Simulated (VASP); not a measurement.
Set up this calculation in VASP 6.6.1, as the native input.

```
Task                   : relaxation of cell and atoms
Functional             : PBE
Potentials or basis    : VASP PAW PBE potentials, release 64 (Hg)
Cutoff                 : 500 eV
k mesh                 : 11 × 11 × 3
Occupations            : fermi-dirac, width 0.1 eV
Spin                   : no spin polarisation
Dipole correction      : no
Further INCAR settings : ALGO = Normal; EDIFF = 1e-07; IBRION = 2; EDIFFG = -0.01; NSW = 80; ISIF = 3
```

The structure of Hg lies in POSCAR:

```
Hg
1.0
    3.1954827370      0.0000000000      0.0000000000
   -1.5977413685      2.7673692276      0.0000000000
    0.0000000000      0.0000000000     10.4364466190
Hg
4
Direct
    0.0000000000      0.0000000000      0.0000000000
    0.0000000000      0.0000000000      0.5000000000
    0.3333333333      0.6666666667      0.2500000000
    0.6666666667      0.3333333333      0.7500000000
```

The input as run:

INCAR

```
  ALGO = Normal
  EDIFF = 1E-7
  EDIFFG = -0.01
  ENCUT = 500
  GGA = PE
  GGA_COMPAT = F
  IBRION = 2
  ISIF = 3
  ISMEAR = -1
  LASPH = T
  LCHARG = F
  LREAL = F
  LWAVE = F
  NELM = 120
  NELMIN = 4
  NSW = 80
  PREC = Accurate
  SIGMA = 0.1
```

KPOINTS

```
k-points
0
Gamma
  11 11 3
```

Potentials or basis: VASP PAW PBE potentials, release 64 (Hg).

Launch:

```console
$ cat potpaw_PBE.64/Hg/POTCAR > POTCAR
$ mpirun -np 1 vasp_std > vasp.out
```

Results of the run:

| Quantity | Value |
| --- | --- |
| Relaxed volume | 31.33 Å³/atom |
| Relaxed cell | a = 3.571 Å, b = 3.571 Å, c = 11.350 Å, α = 90.00°, β = 90.00°, γ = 120.00° |
| Space group after relaxing (to 0.1 Å) | P6_3/mmc (No. 194) |
| Energy gained by relaxing | 99.0 meV/atom |
| Ionic steps | 10 |
| Pressure after relaxing | 0.0 GPa |

Caveat: the volume moved by over 15 % at a fixed basis, so the end points are rough.

Wall time 3.8 min on 1 thread of Intel(R) Xeon(R) 6975P-C (Granite Rapids) (shared host), peak memory 0.24 GiB.
